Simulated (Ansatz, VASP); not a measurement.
## One calculation of SbS4, two programs

```
CELL_PARAMETERS angstrom
-3.10306 3.10306 3.10306
3.10306 -3.10306 3.10306
3.10306 3.10306 -3.10306
ATOMIC_POSITIONS crystal
Sb 0.00000 0.00000 0.00000
S 0.50000 0.50000 0.50000
S 0.00000 0.00000 0.50000
S 0.00000 0.50000 0.00000
S 0.50000 0.00000 0.00000
```

Alike in both runs: task relaxation of cell and atoms; functional PBE; k mesh 4 × 4 × 4; occupations gaussian, width 0.1 eV; no spin polarisation.

|  | VASP | Ansatz |
| --- | --- | --- |
| version | VASP 6.6.1 | Ansatz 0.2.0 |
| potentials or method | VASP PAW PBE potentials, release 64 (Sb, S), cutoff 600 eV | scalar-relativistic, plane waves, PAW |
| valence electrons in the cell | 29 | 39 |

VASP gave:

| Property | Result |
| --- | --- |
| gap on the k mesh at the Fermi level, each at its own relaxed structure (eV) | none |
| relaxed volume (Å³/atom) | 23.51 |
| relaxed cell length with the largest relative difference (Å) | 5.345 |

**Question.** Estimate Ansatz's values.

**Answer.** gap on the k mesh at the Fermi level, each at its own relaxed structure (eV): none; relaxed volume (Å³/atom): 23.53; relaxed cell length with the largest relative difference (Å): 5.347.

A gap of «none» marks a metal or a gap that the smearing closes. VASP's potentials hold 29 valence electrons a cell and Ansatz's 39, so a difference there can come from the potentials and not from the codes.

Neither program's run includes spin-orbit coupling.
